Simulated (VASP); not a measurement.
# H8SO6 in VASP: further runs, part 2 of 2

VASP 6.6.1. The steps go on from the part before.

**3. Single point, PBE+D3(BJ)**

This run uses another cell than the first one, of 15.79 Å³/atom, 1.153 times its volume.

INCAR reads:

```
PREC     = Accurate       # precision mode
ENCUT    = 520            # plane-wave cutoff, eV
EDIFF    = 1E-7           # SCF threshold, eV
ISMEAR   = -1             # smearing method
SIGMA    = 0.02           # smearing width, eV
LREAL    = Auto         
LASPH    = T              # aspherical terms in the spheres
NELM     = 100            # most SCF steps
ALGO     = Normal         # electronic algorithm
ISIF     = 2              # what is computed and relaxed
LWAVE    = F              # write WAVECAR
LCHARG   = F              # write CHGCAR
GGA      = PE             # functional
IVDW     = 12             # dispersion correction
NBANDS   = 38             # bands
```

KPOINTS reads:

```
regular mesh
0
Gamma
  1 1 1
```

POSCAR reads:

```
H8SO6
1.0
    6.9492670000      0.0000000000      0.0000000000
    0.0000000000      5.6453400000      0.0000000000
    0.0000000000      0.0000000000      6.0386880000
O H S
6 8 1
Direct
    0.7054988677      0.5375938385      0.4217969201
    0.4389239901      0.1322329567      0.5914695378
    0.0309960748      0.7136859782      0.5640298025
    0.2435220866      0.3247634332      0.1462072556
    0.8848846936      0.8633315265      0.1007172419
    0.5477412222      0.7721235568     -0.0063093175
    0.8292385370      0.5964388327      0.4925407638
    0.6505722114      0.3946617918      0.5093490507
    0.5226018802      0.0051369802      0.6629088968
    0.3844434240      0.1752241672      0.7237830469
    0.0976505867      0.8451218173      0.6586861252
    0.0741229255      0.7564469102      0.4065121430
    0.3621533034      0.3522905618      0.0602283145
    0.1953011735      0.1940007156      0.0583901669
    0.6823021766      0.8699564597      0.1524006539
```

Potentials or basis: VASP PAW PBE potentials, release 64 (O, H, S).

Run with:

```bash
$ cat potpaw_PBE.64/O/POTCAR potpaw_PBE.64/H/POTCAR potpaw_PBE.64/S/POTCAR > POTCAR
$ mpirun -np 1 vasp_gam > vasp.out
```

OUTCAR:

```text
PREC = Accurate
   ENCUT = 520
   EDIFF = 1E-7
   ISMEAR = -1
   LREAL = Auto
   LASPH = T
   NELM = 100
   ISIF = 2
   GGA = PE
   IVDW = 12
 IVDW          = 12

 ion  position               nearest neighbor table
   1  0.705  0.538  0.422-   7 1.02   8 1.04
   2  0.439  0.132  0.591-  10 0.92   9 1.02
   3  0.031  0.714  0.564-  12 1.03  11 1.04
   4  0.244  0.325  0.146-  14 0.97  13 0.99
   5  0.885  0.863  0.101-  15 1.44
   6  0.548  0.772  0.994-  15 1.45
   7  0.829  0.596  0.493-   1 1.02
   8  0.651  0.395  0.509-   1 1.04
   9  0.523  0.005  0.663-   2 1.02
  10  0.384  0.175  0.724-   2 0.92
  11  0.098  0.845  0.659-   3 1.04
  12  0.074  0.756  0.407-   3 1.03
  13  0.362  0.352  0.060-   4 0.99
  14  0.195  0.194  0.058-   4 0.97
  15  0.682  0.870  0.152-   5 1.44   6 1.45

  LATTYP: Found a simple orthorhombic cell.
 ALAT       =     5.6453400000
 B/A-ratio  =     1.0696765828
 C/A-ratio  =     1.2309740423

  Lattice vectors:

 A1 = (   0.0000000000,   5.6453400000,   0.0000000000)
 A2 = (   0.0000000000,   0.0000000000,   6.0386880000)
 A3 = (   6.9492670000,   0.0000000000,   0.0000000000)

Analysis of symmetry for initial positions (statically):
=====================================================================
 Subroutine PRICEL returns:
 Original cell was already a primitive cell.

 Routine SETGRP: Setting up the symmetry group for a
 simple orthorhombic supercell.

 Subroutine GETGRP returns: Found  1 space group operations
 (whereof  1 operations were pure point group operations)
 out of a pool of  8 trial point group operations.

The static configuration has the point symmetry C_1 .

Analysis of symmetry for dynamics (positions and initial velocities):
=====================================================================
 Subroutine PRICEL returns:
 Original cell was already a primitive cell.

 Routine SETGRP: Setting up the symmetry group for a
 simple orthorhombic supercell.

 Subroutine GETGRP returns: Found  1 space group operations
 (whereof  1 operations were pure point group operations)
 out of a pool of  8 trial point group operations.

The dynamic configuration has the point symmetry C_1 .

 Subroutine INISYM returns: Found  1 space group operations
 (whereof  1 operations are pure point group operations),
 and found     1 'primitive' translations

----------------------------------------------------------------------------------------

                                     Primitive cell

  volume of cell :     236.9036

  direct lattice vectors                    reciprocal lattice vectors
     6.949267000  0.000000000  0.000000000     0.143900069  0.000000000  0.000000000
     0.000000000  5.645340000  0.000000000     0.000000000  0.177137249  0.000000000
     0.000000000  0.000000000  6.038688000     0.000000000  0.000000000  0.165598885

  length of vectors
     6.949267000  5.645340000  6.038688000     0.143900069  0.177137249  0.165598885

[... 65 lines left out ...]
   number of dos      NEDOS =    301   number of ions     NIONS =     15
   total plane-waves  NPLWV = 108864
   dimension x,y,z NGX =    54 NGY =   42 NGZ =   48
   dimension x,y,z NGXF=   108 NGYF=   84 NGZF=   96
   ions per type =               6   8   1
   NGX,Y,Z   is equivalent  to a cutoff of  12.92, 12.37, 13.21 a.u.
   NGXF,Y,Z  is equivalent  to a cutoff of  25.84, 24.74, 26.43 a.u.
 SYSTEM =  unknown system
   PREC   = accura    normal or accurate (medium, high low for compatibility)
   ISTART =      0    job   : 0-new  1-cont  2-samecut
   ICHARG =      2    charge: 1-file 2-atom 10-const
   ISPIN  =      1    spin polarized calculation?
   LNONCOLLINEAR =      F non collinear calculations
   LSORBIT =      F    spin-orbit coupling
   LASPH  =      T    aspherical Exc in radial PAW
   ENCUT  =  520.0 eV  38.22 Ry    6.18 a.u.  12.92 10.50 11.23*2*pi/ulx,y,z
   NELM   =    100;   NELMIN=  2; NELMDL= -5     # of ELM steps
   EDIFF  = 0.1E-06   stopping-criterion for ELM
   LREAL  =      T    real-space projection
   EDIFFG = 0.1E-05   stopping-criterion for IOM
   NSW    =      0    number of steps for IOM
   IBRION =     -1    ionic relax: 0-MD 1-quasi-New 2-CG
   NFREE  =      0    steps in history (QN), initial steepest desc. (CG)
   ISIF   =      2    stress and relaxation
   ISYM   =      2    0-nonsym 1-usesym 2-fastsym
   POTIM  = 0.5000    time-step for ionic-motion
   TEBEG  =    0.0;   TEEND  =   0.0 temperature during run
   PSTRESS=    0.0 pullay stress
   NELECT =      50.0000    total number of electrons
   NUPDOWN=      -1.0000    fix difference up-down
   EMIN   =  10.00;   EMAX   =-10.00  energy-range for DOS
   EFERMI =   0.00;   METHOD = LEGACY
   ISMEAR =    -1;   SIGMA  =   0.02  broadening in eV -4-tet -1-fermi 0-gaus
   EFERMI_NEDOS =   21; number of points for ismear=-14 and -15
   IALGO  =     38    algorithm
   IMIX   =      4    mixing-type and parameters
     AMIX     =   0.40;   BMIX     =  1.00
     AMIX_MAG =   1.60;   BMIX_MAG =  1.00
  volume/ion in A,a.u.               =      15.79       106.58
  Fermi-wavevector in a.u.,A,eV,Ry     =   0.974707  1.841930 12.926277  0.950055
  Thomas-Fermi vector in A             =   2.105189
   LORBIT       =      0    0 simple, 1 ext, 2 COOP (PROOUT), +10 PAW based schemes
   GGA     = PE    functional components
   LHFCALC =     F    Hartree Fock is set to
   AEXX    =    0.0000 exact exchange contribution
   IVDW    =    12    specifies the selected vdW correction
   LEPSILON=     F    determine dielectric tensor
   LRPA    =     F    only Hartree local field effects (RPA)
 non-spin polarized calculation
  energy-cutoff  :      520.00
  volume of cell :      236.90
 maximum number of plane-waves:      3188
 NGX is ok and might be reduce to    50
   NGX = 25   NGY = 21   NGZ = 23

 number of electron      49.9999986 magnetization

 Free energy of the ion-electron system (eV)
  ---------------------------------------------------
  ext. energy  EPLUGINS =         0.00000000
  ---------------------------------------------------
  free energy    TOTEN  =       -74.31639625 eV

  energy without entropy =      -74.31639625  energy(sigma->0) =      -74.31639625

 E-fermi :  -3.4517     XC(G=0):  -6.0353

 val. band max:       -4.0426812371   @ k =   0.0000   0.0000   0.0000
 cond. band min:      -0.8318219780   @ k =   0.0000   0.0000   0.0000
 fundamental gap:      3.2108592591
 Fermi energy:        -3.4516749730

 k-point     1 :       0.0000    0.0000    0.0000
  band No.  band energies     occupation
      1     -25.5679      2.00000
      2     -23.1666      2.00000
      3     -23.1032      2.00000
      4     -22.3011      2.00000
      5     -22.2212      2.00000
      6     -21.3668      2.00000
[... 29 lines left out ...]
     36       6.3048      0.00000
     37       6.4124      0.00000
 [bands above 37 left out]

------------------------ aborting loop because EDIFF is reached ----------------------------------------

 Edisp (eV)   -0.49199

 E8    (eV) :    -0.1146

  FORCE on cell =-STRESS in cart. coord.  units (eV):
  Direction    XX          YY          ZZ          XY          YZ          ZX
  --------------------------------------------------------------------------------------
  -------------------------------------------------------------------------------------
  Total      -0.71431    -4.20979    -2.25656    -1.87719     2.15922    -1.00466
  in kB      -4.83088   -28.47074   -15.26107   -12.69543    14.60282    -6.79454
  external pressure =      -16.19 kB  Pullay stress =        0.00 kB

 VOLUME and BASIS-vectors are now :
 -----------------------------------------------------------------------------
  energy-cutoff  :      520.00
  volume of cell :      236.90
      direct lattice vectors                 reciprocal lattice vectors
     6.949267000  0.000000000  0.000000000     0.143900069  0.000000000  0.000000000
     0.000000000  5.645340000  0.000000000     0.000000000  0.177137249  0.000000000
     0.000000000  0.000000000  6.038688000     0.000000000  0.000000000  0.165598885

 POSITION                                       TOTAL-FORCE (eV/Angst)
 -----------------------------------------------------------------------------------
      4.90270      3.03490      2.54710        -0.115295     -1.345356      0.857041
      3.05020      0.74650      3.57170         2.861709     -2.467544     -1.321622
      0.21540      4.02900      3.40600         2.182568      2.500083     -0.475563
      1.69230      1.83340      0.88290         0.801673     -0.060949     -0.893793
      6.14930      4.87380      0.60820         0.455975     -0.021612     -0.270187
      3.80640      4.35890      6.00059        -0.093775     -0.078738     -0.450814
      5.76260      3.36710      2.97430        -0.894550     -0.500377      0.098372
      4.52100      2.22800      3.07580         0.533303      1.772160     -1.106135
      3.63170      0.02900      4.00310        -0.575242      0.624370     -1.355515
      2.67160      0.98920      4.37070        -2.068582      1.739023      2.765748
      0.67860      4.77100      3.97760        -1.341433     -1.986921     -1.418939
      0.51510      4.27040      2.45480        -0.429530     -0.510671      1.776183
      2.51670      1.98880      0.36370        -0.142245      0.578207      0.700618
      1.35720      1.09520      0.35260        -0.751938     -0.385038      0.249666
      4.74150      4.91120      0.92030        -0.422639      0.143363      0.844941
 -----------------------------------------------------------------------------------
    total drift:                                0.002687     -0.001772     -0.004741

  FREE ENERGIE OF THE ION-ELECTRON SYSTEM (eV)
  ---------------------------------------------------
  free  energy   TOTEN  =       -74.8083838965 eV

  energy  without entropy=      -74.8083838965  energy(sigma->0) =      -74.80838390
```

Run time: 22 s. Hardware: 1 thread of Intel Xeon Platinum 8488C (Sapphire Rapids), shared host; peak memory 0.29 GiB.

What came out:

```yaml
Free_energy: -74.8084 eV
Pressure: -1.6 GPa
Largest_force: 4.003 eV/Å
Band_gap_on_the_k_mesh: 3.21 eV
Dispersion_energy_per_atom: -0.033 eV
```

Forces in eV/Å, atoms in the order of the input:
```
O   -0.115 -1.345  0.857
O    2.862 -2.468 -1.322
O    2.183  2.500 -0.476
O    0.802 -0.061 -0.894
O    0.456 -0.022 -0.270
O   -0.094 -0.079 -0.451
H   -0.895 -0.500  0.098
H    0.533  1.772 -1.106
H   -0.575  0.624 -1.356
H   -2.069  1.739  2.766
H   -1.341 -1.987 -1.419
H   -0.430 -0.511  1.776
H   -0.142  0.578  0.701
H   -0.752 -0.385  0.250
S   -0.423  0.143  0.845
```

Caveat: the k points lie up to 1.11 Å⁻¹ apart.
